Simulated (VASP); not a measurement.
The system is CuW.

```xyz
2
Lattice="2.9675 0.0000 0.0000 0.0000 2.9675 0.0000 0.0000 0.0000 2.9675" Properties=species:S:1:pos:R:3 pbc="T T T"
Cu    1.4838    1.4838    1.4838
W     0.0000    0.0000    0.0000
```

| Quantity | Value |
| --- | --- |
| Program | VASP 6.6.1 |
| Task | relaxation of cell and atoms |
| Functional | PBE |
| Potentials or basis | VASP PAW PBE potentials, release 64 (Cu, W_sv) |
| Cutoff | 600 eV |
| k mesh | 6 × 6 × 6 |
| Occupations | gaussian, width 0.1 eV |
| Spin | no spin polarisation |

At the start: pressure 19.4 GPa; volume 13.07 Å³/atom.

Q: Where does the relaxation end?

A: Over 4 steps the energy falls by 54.3 meV/atom and the volume is 14.03 Å³/atom (+7.4 %); space group Pm-3m (No. 221, to 0.05 Å).

Step by step:
```csv
step,energy change (eV),largest force (eV/Å),pressure (GPa),volume (Å³)
1,0.0000,0.0000,19.39,26.13
2,0.2886,0.0000,-24.31,32.58
3,-0.1084,0.0000,-0.91,28.15
4,-0.1087,0.0000,0.10,28.05
```

Final structure:
```
Cu W
1.0
     3.03855    0.00000    0.00000
     0.00000    3.03855    0.00000
     0.00000    0.00000    3.03855
Cu W
1 1
Direct
  0.50000 0.50000 0.50000
  0.00000 0.00000 0.00000
```
